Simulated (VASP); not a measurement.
Runs of VASP 6.6.1 on Ni. The structure is that of space group Pm-3m (No. 221), or close to it. The cells are those of the table. This isn't the form of Ni at room conditions, which is fcc.

```csv
spin,cell,k mesh,gap on the mesh (eV),pressure (GPa)
"non-collinear, zero start, SOC","a = 2.292 Å, 1 atom",14 × 14 × 14,-,0.4
off,"a = 2.352 Å, 1 atom",15 × 15 × 15,none,-10.2
off,"a = 2.292 Å, 1 atom",15 × 15 × 15,none,(a)
off,"a = 2.292 Å, 1 atom",14 × 14 × 14,none,0.4
off,"a = 2.196 Å, 1 atom",15 × 15 × 15,none,28.9
```

Alike in all rows: task single point; level r2SCAN; potentials or basis VASP PAW PBE potentials, release 64 (Ni); cutoff (eV) 520; smearing fermi-dirac 0.1 eV.

**Question.** Estimate the missing entries.

**Answer.** (a) 0.3.

Caveats: the PAW data sets were made with another functional, which shifts forces and pressure a little; the cell stands under tension (at least some runs); the cell stands under pressure (at least some runs).

A gap of «none» marks levels without a gap at the run's occupations.
